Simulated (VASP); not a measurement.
SiC: single point with PBE

The system is SiC.

```
Si C
1.0
     3.03893    0.00000    0.00000
    -1.51946    2.63179    0.00000
     0.00000    0.00000    5.25279
Si C
2 2
Direct
  0.33333 0.66667 0.00456
  0.66667 0.33333 0.50456
  0.33333 0.66667 0.35062
  0.66667 0.33333 0.85062
```

This cell differs from its parent crystal: c/a of the conventional cell at fixed volume 1.7285.

| Property | Result |
| --- | --- |
| Program | VASP 6.6.1 |
| Task | single point |
| Functional | PBE |
| Potentials or basis | VASP PAW PBE potentials, release 64 (Si, C) |
| Cutoff | 520 eV |
| k mesh | 12 × 12 × 6 |
| Occupations | gaussian, width 0.05 eV |
| Spin | no spin polarisation |

- Pressure: 0.0 GPa
- Largest force: 2.711 eV/Å
- Band gap on the k mesh: 0.91 eV, indirect (least direct gap 3.82 eV)

Forces on the atoms (eV/Å):
```
Si   0.000  0.000 -2.711
Si   0.000  0.000 -2.711
C    0.000  0.000  2.711
C    0.000  0.000  2.711
```

Stress tensor (GPa, compression positive):
```
 4.48  0.00  0.00
 0.00  4.48  0.00
 0.00  0.00 -8.97
```

Levels at points of the mesh, in eV from the valence-band top:
```tsv
k point	band 6	band 7	band 8	band 9	band 10	band 11
(0.00, 0.00, 0.00)	-1.20	0.00	0.00	4.61	5.06	6.49
(0.50, 0.00, 0.00)	-4.35	-3.29	-1.25	2.71	2.85	5.97
(0.00, 0.00, 0.50)	-0.65	-0.65	-0.65	5.96	5.96	7.20
(0.50, 0.00, 0.50)	-3.47	-2.46	-2.46	2.31	2.31	4.87
```

Run time: 47 s on 1 thread of Intel Xeon 8259CL, with other jobs on the host, peak memory 0.18 GiB.

Caveat: forces of over 1 eV/Å act on the atoms, so gaps and moduli don't describe the material at rest. A k mesh can miss the band edges.
